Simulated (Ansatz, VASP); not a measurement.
# Two plane-wave programs on CuO

```
CELL_PARAMETERS angstrom
2.34465 -1.71340 0.00000
2.34465 1.71340 0.00000
-0.86055 0.00000 5.05944
ATOMIC_POSITIONS crystal
Cu 0.00320 0.49680 0.00000
Cu 0.49680 0.00320 0.50000
O 0.57140 0.40560 0.25370
O 0.40560 0.57140 0.75370
```

Alike in both runs: task single point; functional LDA; k mesh 7 × 7 × 4; occupations gaussian, width 0.05 eV; collinear spin; Hubbard terms Cu d U = 5.0 eV.

|  | VASP | Ansatz |
| --- | --- | --- |
| version | VASP 6.6.1 | Ansatz 0.2.0 |
| potentials or method | VASP PAW LDA potentials, release 64 (Cu, O), cutoff 520 eV | scalar-relativistic, plane waves, PAW |
| valence electrons in the cell | 34 | 50 |

VASP gave:

```
pressure (GPa)                                                : -11.3
traceless stress, the component that is largest in VASP (GPa) : 3.07
rms of the force components (eV/Å)                            : 0.415
net moment per atom (μB)                                      : 0.49
size of the moment on the site where the two differ most (μB) : 0.30
```

**Question.** Estimate Ansatz's values.

**Answer.** Pressure (GPa): -7.2; traceless stress, the component that is largest in VASP (GPa): 2.15; rms of the force components (eV/Å): 0.427; net moment per atom (μB): 0.00; size of the moment on the site where the two differ most (μB): 0.00.

The net moments are unlike, so the other rows may belong to different states. LDA's correlation is that of Perdew and Zunger in VASP and of Perdew and Wang (1992) in Ansatz. Site moments also hang on the region over which each program counts them. The programs project onto different local orbitals, so the same U acts differently, and such runs can settle in different states. Atom by atom the forces differ by 0.028 eV/Å (rms over components). VASP's potentials hold 34 valence electrons a cell and Ansatz's 50, so a difference there can come from the potentials and not from the codes. Ansatz's warnings: seeded moment not kept.
